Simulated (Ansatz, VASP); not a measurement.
# HC6 in VASP and in Ansatz

```xyz
14
Lattice="4.8889 0.0000 0.0000 -1.2222 8.7843 0.0000 0.0000 0.0000 22.7473" Properties=species:S:1:pos:R:3 pbc="T T T"
C     0.0000    0.6802    4.0000
C     2.4445    0.6802    4.0000
C     1.2222    0.8503    4.6849
C     3.6667    0.8503    4.6849
C     1.2222    1.1904    6.0546
C     3.6667    1.1904    6.0546
C     0.0000    1.3569    6.7217
C     2.4445    1.3569    6.7217
C     0.0000    1.7154    8.1516
C     2.4445    1.7154    8.1516
C     1.2222    1.8661    8.7473
C     3.6667    1.8661    8.7473
H     0.0517    1.3440   12.3473
H    -0.0517    2.0869   12.3473
```

Alike in both runs: task single point; functional LDA; k mesh 6 × 3 × 1; occupations gaussian, width 0.1 eV; no spin polarisation.

|  | VASP | Ansatz |
| --- | --- | --- |
| version | VASP 6.6.1 | Ansatz 0.2.0 |
| potentials or method | VASP PAW LDA potentials, release 64 (C, H), cutoff 520 eV | scalar-relativistic, plane waves, PAW |
| valence electrons in the cell | 50 | 50 |

```csv
,VASP,Ansatz,Ansatz less VASP
gap on the k mesh at the Fermi level (eV),0.10,0.09,-0.003
least direct gap on the mesh (eV),0.10,0.09,-0.003
rms of the force components (eV/Å),0.907,0.915,+0.0078
```

Ansatz warns that its potentials were made for another functional, while VASP's fit it. LDA's correlation is that of Perdew and Zunger in VASP and of Perdew and Wang (1992) in Ansatz. Atom by atom the forces differ by 0.024 eV/Å (rms over components).
